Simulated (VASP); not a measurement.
Runs of VASP 6.6.1 on MnS. The structure is that of space group Fm-3m (No. 225), or close to it. The cells are those of the table. 

```tsv
cell	gap on the mesh (eV)	pressure (GPa)
a = 3.295 Å, angles 60.0°, 2 atoms	none	3.4
a = 3.361 Å, angles 60.0°, 2 atoms	none	-5.3
a = 3.340 Å, angles 60.0°, 2 atoms	none	-2.8
a = 3.273 Å, angles 60.0°, 2 atoms	none	(a)
```

Alike in all rows: task single point; level PBE; potentials or basis VASP PAW PBE potentials, release 64 (Mn_pv, S); no spin polarisation; k mesh 12 × 12 × 12; cutoff (eV) 520; smearing gaussian 0.05 eV.

Q: Fill in the values left out.

A: (a) 7.1.

Caveats: the run has no spin polarisation, though such a crystal can be magnetic; semilocal functionals often make such compounds metallic where correlation or magnetic order opens a gap, which also shifts bond lengths.

A gap of «none» marks levels without a gap at the run's occupations.
